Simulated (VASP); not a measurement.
Cd:

```
CELL_PARAMETERS angstrom
2.95090 0.00000 0.00000
-1.47545 2.55555 0.00000
0.00000 0.00000 5.88385
ATOMIC_POSITIONS crystal
Cd 0.33333 0.66667 0.25000
Cd 0.66667 0.33333 0.75000
```

Base run:

```yaml
Program: VASP 6.6.1
Functional: r2SCAN
Potentials_or_basis: VASP PAW PBE potentials, release 64 (Cd)
Cutoff: 520 eV
k_mesh: 12 × 12 × 6
Occupations: fermi-dirac, width 0.1 eV
Spin: no spin polarisation
```

Its results: band gap on the k mesh zero (bands 12 and 13 overlap by 4.43 eV); pressure 0.4 GPa.

**Question.** The run is repeated on the same cell with these changes: occupations from fermi-dirac, width 0.1 eV to fermi-dirac, width 0.3 eV. What comes out?

**Answer.** Band gap on the k mesh zero (bands 12 and 13 overlap by 4.43 eV); pressure 0.8 GPa.

Caveats: the PAW data sets were made with another functional, which shifts forces and pressure a little; so wide a smearing shifts energies and pressures (at least some runs).
